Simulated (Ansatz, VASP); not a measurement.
# Two plane-wave programs on Te2Mo

```
Te Mo
1.0
     3.55707    0.00000    0.00000
    -1.77853    3.08051    0.00000
     0.00000    0.00000   15.20472
Te Mo
4 2
Direct
  0.35768 0.71536 0.65083
  0.66667 0.33333 0.13109
  0.33333 0.66667 0.86891
  0.66667 0.33333 0.36891
  0.33333 0.66667 0.25000
  0.66667 0.33333 0.75000
```

Alike in both runs: task single point; functional PBE; k mesh 12 × 12 × 2; occupations gaussian, width 0.05 eV; no spin polarisation.

|  | VASP | Ansatz |
| --- | --- | --- |
| version | VASP 6.6.1 | Ansatz 0.2.0 |
| potentials or method | VASP PAW PBE potentials, release 64 (Te, Mo_sv), cutoff 520 eV | scalar-relativistic, plane waves, PAW |
| valence electrons in the cell | 52 | 92 |

VASP gave:

```
gap on the k mesh at the Fermi level (eV)                     : 0.19
least direct gap on the mesh (eV)                             : 0.44
pressure (GPa)                                                : 5.7
traceless stress, the component that is largest in VASP (GPa) : -3.16
rms of the force components (eV/Å)                            : 1.810
```

**Question.** Estimate Ansatz's values.

**Answer.** gap on the k mesh at the Fermi level (eV): 0.22; least direct gap on the mesh (eV): 0.45; pressure (GPa): 5.6; traceless stress, the component that is largest in VASP (GPa): -3.13; rms of the force components (eV/Å): 1.805.

Atom by atom the forces differ by 0.010 eV/Å (rms over components). VASP's potentials hold 52 valence electrons a cell and Ansatz's 92, so a difference there can come from the potentials and not from the codes.

Spin-orbit coupling is off throughout.
